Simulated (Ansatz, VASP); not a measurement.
# PbF2: VASP beside Ansatz

File POSCAR:

```
PbF2
1.0
    0.0000000000      2.9698500000      2.9698500000
    2.9698500000      0.0000000000      2.9698500000
    2.9698500000      2.9698500000      0.0000000000
Pb F
1 2
Direct
   -0.1093521647      0.0364507216      0.0364507216
    0.2500000000      0.2500000000      0.2500000000
    0.7500000000      0.7500000000      0.7500000000
```

The input INCAR.step1:

```
ALGO = Normal
EDIFF = 1E-4
ENCUT = 520
GGA = PE
ISMEAR = 0
LASPH = T
LCHARG = F
LREAL = F
LWAVE = T
NBANDS = 21
NELM = 100
PREC = Accurate
SIGMA = 0.05
```

File INCAR.step2:

```
ALGO = Normal
EDIFF = 1E-6
ENCUT = 520
ISIF = 2
ISMEAR = 0
ISTART = 1
LASPH = T
LCHARG = F
LMIXTAU = T
LREAL = F
LWAVE = F
METAGGA = R2SCAN
NBANDS = 21
NELM = 100
PREC = Accurate
SIGMA = 0.05
```

The input KPOINTS:

```
k-points
0
Gamma
  8 8 8
```

Input for Ansatz:

```yaml
crystal:
  lattice:
    - [0.0, 2.96985, 2.96985]
    - [2.96985, 0.0, 2.96985]
    - [2.96985, 2.96985, 0.0]
  atoms:
    - { symbol: Pb, position: [-0.1093521647, 0.0364507216, 0.0364507216] }
    - { symbol: F, position: [0.25, 0.25, 0.25] }
    - { symbol: F, position: [0.75, 0.75, 0.75] }
basis:
  ecutwfc: 500
kpoints:
  mp_grid: { grid: [8, 8, 8] }
hamiltonian:
  xc: r2scan
scf:
  occupations: { method: gaussian, width: 0.05 }
output:
  forces: true
  stress: true
  eigenvalues: true
```

Change from the starting cell: all Pb atoms moved +0.375 Å, as atom 1 towards its neighbour atom 2 (F) at 2.572 Å.

Alike in both runs: task single point; functional r2SCAN; k mesh 8 × 8 × 8; occupations gaussian, width 0.05 eV; no spin polarisation.

```csv
,VASP,Ansatz
version,VASP 6.6.1,Ansatz 0.2.0
potentials or method,"VASP PAW PBE potentials, release 64 (Pb_d, F), cutoff 520 eV","scalar-relativistic, plane waves, PAW"
valence electrons in the cell,28,28
```

Ansatz gave:

| Property | Result |
| --- | --- |
| gap on the k mesh at the Fermi level (eV) | 4.97 |
| least direct gap on the mesh (eV) | 5.18 |
| pressure (GPa) | 2.8 |
| traceless stress, the component that is largest in VASP (GPa) | -1.73 |
| rms of the force components (eV/Å) | 0.462 |

**Question.** Which values does VASP return?

**Answer.** gap on the k mesh at the Fermi level (eV): 4.96; least direct gap on the mesh (eV): 5.18; pressure (GPa): 2.9; traceless stress, the component that is largest in VASP (GPa): -1.88; rms of the force components (eV/Å): 0.509.

VASP's potentials were made for PBE, not for r2SCAN. Atom by atom the forces differ by 0.048 eV/Å (rms over components). The functional is the same, so the differences come from potentials, cutoffs and numerics.

Spin-orbit coupling is off throughout.
